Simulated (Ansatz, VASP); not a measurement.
**Two plane-wave programs on Cu**

File INCAR:

```
  PREC = Accurate
  ENCUT = 520
  EDIFF = 1E-7
  ISMEAR = 0
  SIGMA = 0.15
  LREAL = F
  LASPH = T
  NELM = 60
  ALGO = Normal
  ISIF = 2
  LWAVE = F
  LCHARG = F
  GGA = CA
  NBANDS = 12
```

Contents of KPOINTS:

```
regular mesh
0
Gamma
  24 24 24
```

POSCAR

```
Cu
1.0
   -1.4957720626      1.4957720626      1.2456789738
    1.4957720626     -1.4957720626      1.2456789738
    1.4957720626      1.4957720626     -1.2456789738
Cu
1
Direct
    0.0000000000      0.0000000000      0.0000000000
```

Input for Ansatz:

```yaml
crystal:
  lattice:
    - [-1.4957720626, 1.4957720626, 1.2456789738]
    - [1.4957720626, -1.4957720626, 1.2456789738]
    - [1.4957720626, 1.4957720626, -1.2456789738]
  atoms:
    - { symbol: Cu, position: [0.0, 0.0, 0.0] }
basis:
  ecutwfc: 520.0
kpoints:
  mp_grid: { grid: [24, 24, 24] }
hamiltonian:
  xc: lda
  pseudopotentials: { kind: paw, azcp: { folder: soft_1 } }
scf:
  occupations: { method: gaussian, width: 0.15 }
output:
  forces: true
  stress: true
  eigenvalues: true
```

Alike in both runs: task single point; functional LDA; k mesh 24 × 24 × 24; occupations gaussian, width 0.15 eV; no spin polarisation.

|  | VASP | Ansatz |
| --- | --- | --- |
| version | VASP 6.6.1 | Ansatz 0.2.0 |
| potentials or method | VASP PAW LDA potentials, release 64 (Cu), cutoff 520 eV | scalar-relativistic, plane waves, PAW |
| valence electrons in the cell | 11 | 19 |

|  | VASP | Ansatz | Ansatz less VASP |
| --- | --- | --- | --- |
| gap on the k mesh at the Fermi level (eV) | none | none | - |
| pressure (GPa) | -1.3 | -2.2 | -0.90 |
| traceless stress, the component that is largest in VASP (GPa) | 4.87 | 4.81 | -0.057 |

Ansatz warns that its potentials were made for another functional, while VASP's fit it. LDA's correlation is that of Perdew and Zunger in VASP and of Perdew and Wang (1992) in Ansatz. A gap of «none» marks a metal or a gap that the smearing closes. VASP's potentials hold 11 valence electrons a cell and Ansatz's 19, so a difference there can come from the potentials and not from the codes.
